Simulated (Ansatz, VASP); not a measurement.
**Two plane-wave programs on NaH**

```
Na H
1.0
     0.00000    2.34546    2.34546
     2.34546    0.00000    2.34546
     2.34546    2.34546    0.00000
Na H
1 1
Direct
  0.00000 0.00000 0.00000
  0.50000 0.50000 0.50000
```

Alike in both runs: functional LDA; k mesh 10 × 10 × 10; occupations fermi-dirac, width 0.02 eV; no spin polarisation.

Ansatz relaxed the structure, and its values are those at the end. VASP's run is a single point on that final structure, the one shown.

|  | VASP | Ansatz |
| --- | --- | --- |
| version | VASP 6.6.1 | Ansatz 0.2.0 |
| potentials or method | VASP PAW LDA potentials, release 64 (Na_pv, H), cutoff 520 eV | PAW plane waves |
| valence electrons in the cell | 8 | 10 |

Ansatz gave:

```
gap on the k mesh at the Fermi level (eV) : 3.57
pressure (GPa)                            : 0.0
```

**Question.** What did VASP give for the same quantities?

**Answer.** gap on the k mesh at the Fermi level (eV): 3.57; pressure (GPa): -0.1.

Ansatz warns that its potentials were made for another functional, while VASP's fit it. LDA's correlation is that of Perdew and Zunger in VASP and of Perdew and Wang (1992) in Ansatz. VASP's potentials hold 8 valence electrons a cell and Ansatz's 10, so a difference there can come from the potentials and not from the codes.
